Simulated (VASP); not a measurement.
LiCl, 2 atoms in the cell. It takes space group I4/mmm (No. 139, tetragonal). Conventional cell: a = 3.754 Å, b = 3.754 Å, c = 5.130 Å, α = 90.00°, β = 90.00°, γ = 90.00°. Li (site symmetry 4/mmm) has 6 Cl at 2.56 to 2.65 Å within 3.4 Å. Within 3.4 Å of Cl (site symmetry 4/mmm) lie 6 Li at 2.56 to 2.65 Å.  This cell differs from its parent crystal: strain +0.0350 x Voigt [1, 1, 0, 0, 0, 0].

* Program: VASP 6.6.1
* Task: single point
* Functional: PBE
* Potentials or basis: VASP PAW PBE potentials, release 64 (Li_sv, Cl)
* Cutoff: 520 eV
* k mesh: 8 × 8 × 8
* Occupations: gaussian, width 0.05 eV
* Spin: no spin polarisation
* Dipole correction: no
* Further INCAR settings: ALGO = Normal; EDIFF = 1e-06; NBANDS = 12

Potentials or basis: VASP PAW PBE potentials, release 64 (Li_sv, Cl).

Launch:

```sh
$ cat potpaw_PBE.64/Li_sv/POTCAR potpaw_PBE.64/Cl/POTCAR > POTCAR
$ mpirun -np 1 vasp_std > vasp.out
```

Hardware: 1 thread of Intel(R) Xeon(R) Platinum 8488C (Sapphire Rapids) (shared host).

Task: Estimate the wall time of this run.

Result: Run time: 20 s on 1 thread of Intel(R) Xeon(R) Platinum 8488C (Sapphire Rapids), on a shared host, peak memory 0.15 GiB. Counts: scf iterations 13, k points 59.
